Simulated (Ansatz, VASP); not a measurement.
## One calculation of NaI, two programs

```
Na I
1.0
     0.00000    3.18785    3.18785
     3.18785    0.00000    3.18785
     3.18785    3.18785    0.00000
Na I
1 1
Direct
  0.00000 0.00000 0.00000
  0.50000 0.50000 0.50000
```

Change from the starting cell: strain -0.015 along x and y, -0.015 along z, atoms carried along.

Alike in both runs: task single point; functional r2SCAN; k mesh 6 × 6 × 6; occupations gaussian, width 0.05 eV; no spin polarisation.

```csv
,VASP,Ansatz
version,VASP 6.6.1,Ansatz 0.2.0
potentials or method,"VASP PAW PBE potentials, release 64 (Na_pv, I), cutoff 520 eV","scalar-relativistic, plane waves, PAW"
valence electrons in the cell,14,26
```

|  | VASP | Ansatz | Ansatz less VASP |
| --- | --- | --- | --- |
| gap on the k mesh at the Fermi level (eV) | 4.58 | 4.57 | -0.009 |
| least direct gap on the mesh (eV) | 4.58 | 4.57 | -0.009 |
| pressure (GPa) | 0.6 | 0.8 | +0.10 |

VASP's potentials were made for PBE, not for r2SCAN. VASP's potentials hold 14 valence electrons a cell and Ansatz's 26, so a difference there can come from the potentials and not from the codes.

Neither program's run includes spin-orbit coupling.
